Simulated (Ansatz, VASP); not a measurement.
AlN in VASP and in Ansatz

```
Al N
1.0
     0.00000    2.08538    2.03452
     2.08538    0.00000    2.03452
     2.08538    2.08538    0.00000
Al N
1 1
Direct
  0.50000 0.50000 0.50000
  0.00000 0.00000 0.00000
```

Change from the starting cell: strain +0.025 along x and y, +0.000 along z, atoms carried along.

Alike in both runs: task single point; functional r2SCAN; k mesh 10 × 10 × 10; occupations gaussian, width 0.05 eV; no spin polarisation.

|  | VASP | Ansatz |
| --- | --- | --- |
| version | VASP 6.6.1 | Ansatz 0.2.0 |
| potentials or method | VASP PAW PBE potentials, release 64 (Al, N), cutoff 520 eV | scalar-relativistic, plane waves, PAW |
| valence electrons in the cell | 8 | 8 |

|  | VASP | Ansatz | Ansatz less VASP |
| --- | --- | --- | --- |
| gap on the k mesh at the Fermi level (eV) | 4.62 | 4.62 | -0.003 |
| least direct gap on the mesh (eV) | 5.45 | 5.41 | -0.042 |
| pressure (GPa) | -17.9 | -17.1 | +0.75 |
| traceless stress, the component that is largest in VASP (GPa) | 3.00 | 2.94 | -0.061 |

VASP's potentials were made for PBE, not for r2SCAN.
